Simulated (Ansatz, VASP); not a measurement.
# BN: VASP beside Ansatz

```
B N
1.0
    -2.54397    0.00000    0.00000
    -1.27198   -2.20314    0.00000
     0.00000    0.00000   17.12323
B N
6 6
Cartesian
  -2.5440 -1.4688 2.8922
  -2.5440 -1.4688 7.0999
  -2.5440 -1.4688 11.3077
  -1.2720 -0.7344 0.7883
  -1.2720 -0.7344 4.9961
  -1.2720 -0.7344 9.2038
  -2.5440 -1.4688 1.3160
  -2.5440 -1.4688 5.5237
  -2.5440 -1.4688 9.7315
  -1.2720 -0.7344 11.8353
  -1.2720 -0.7344 3.4198
  -1.2720 -0.7344 7.6276
```

Alike in both runs: task single point; functional r2SCAN; k mesh 10 × 10 × 2; occupations gaussian, width 0.05 eV; no spin polarisation.

|  | VASP | Ansatz |
| --- | --- | --- |
| version | VASP 6.6.1 | Ansatz 0.2.0 |
| potentials or method | VASP PAW PBE potentials, release 64 (B, N), cutoff 520 eV | scalar-relativistic, plane waves, PAW |
| valence electrons in the cell | 48 | 48 |

Ansatz gave:

```
gap on the k mesh at the Fermi level (eV)                     : none
pressure (GPa)                                                : -2.4
traceless stress, the component that is largest in VASP (GPa) : 3.78
rms of the force components (eV/Å)                            : 0.792
```

**Question.** Which values does VASP return?

**Answer.** gap on the k mesh at the Fermi level (eV): none; pressure (GPa): -1.6; traceless stress, the component that is largest in VASP (GPa): 3.69; rms of the force components (eV/Å): 0.789.

VASP's potentials were made for PBE, not for r2SCAN. Atom by atom the forces differ by 0.010 eV/Å (rms over components). A gap of «none» marks a metal or a gap that the smearing closes. With one functional, cell and mesh, what is left measures potentials, basis and numerics.
